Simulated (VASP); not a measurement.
Here is a VASP 6.6.1 calculation.

INCAR

```
PREC = Accurate
ENCUT = 520
EDIFF = 1E-6
ISMEAR = -1
SIGMA = 0.05
LREAL = F
LASPH = T
NELM = 80
ALGO = Fast
ISIF = 2
LWAVE = F
LCHARG = F
NBANDS = 18
```

KPOINTS

```
regular mesh
0
Gamma
  9 9 5
```

Contents of POSCAR:

```
Sc
1.0
    3.2867912771      0.0000000000      0.0000000000
   -1.6433956386      2.8464447429      0.0000000000
    0.0000000000      0.0000000000      5.2379076584
Sc
2
Direct
    0.6666666667      0.3333333333      0.7500000000
    0.3333333333      0.6666666667      0.2500000000
```

Potentials or basis: VASP PAW LDA potentials, release 64 (Sc_sv).

Launch:

```bash
$ cat potpaw_LDA.64/Sc_sv/POTCAR > POTCAR
$ mpirun -np 1 vasp_std > vasp.out
```

Q: Predict the band gap on the k mesh.

A: Zero (band 11 reaches 4.16 eV, above the bottom of band 12 at 3.00 eV).

Q: Predict the pressure.

A: -4.3 GPa.

Stress tensor (GPa, compression positive):
```
-3.73  0.00  0.00
 0.00 -3.73  0.00
 0.00  0.00 -5.52
```
